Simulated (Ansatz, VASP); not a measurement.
**Pd: VASP beside Ansatz**

```
CELL_PARAMETERS angstrom
-1.54280 1.54280 1.57228
1.54280 -1.54280 1.57228
1.60176 1.60176 -1.57228
ATOMIC_POSITIONS crystal
Pd 0.00000 0.00000 0.00000
```

Change from the starting cell: strain +0.0375 x Voigt [0, 0, 0, 0, 0, 1], atoms carried along.

Alike in both runs: task single point; functional PBEsol; k mesh 22 × 22 × 22; occupations gaussian, width 0.15 eV; no spin polarisation.

|  | VASP | Ansatz |
| --- | --- | --- |
| version | VASP 6.6.1 | Ansatz 0.2.0 |
| potentials or method | VASP PAW PBE potentials, release 64 (Pd), cutoff 520 eV | scalar-relativistic, plane waves, PAW |
| valence electrons in the cell | 10 | 18 |

```tsv
	VASP	Ansatz	Ansatz less VASP
gap on the k mesh at the Fermi level (eV)	none	none	-
pressure (GPa)	-9.8	-9.6	+0.22
traceless stress, the component that is largest in VASP (GPa)	-3.31	-3.35	-0.038
```

VASP's potentials were made for PBE, not for PBEsol. A gap of «none» marks a metal or a gap that the smearing closes. The functional is the same, so the differences come from potentials, cutoffs and numerics. VASP's potentials hold 10 valence electrons a cell and Ansatz's 18, so a difference there can come from the potentials and not from the codes.
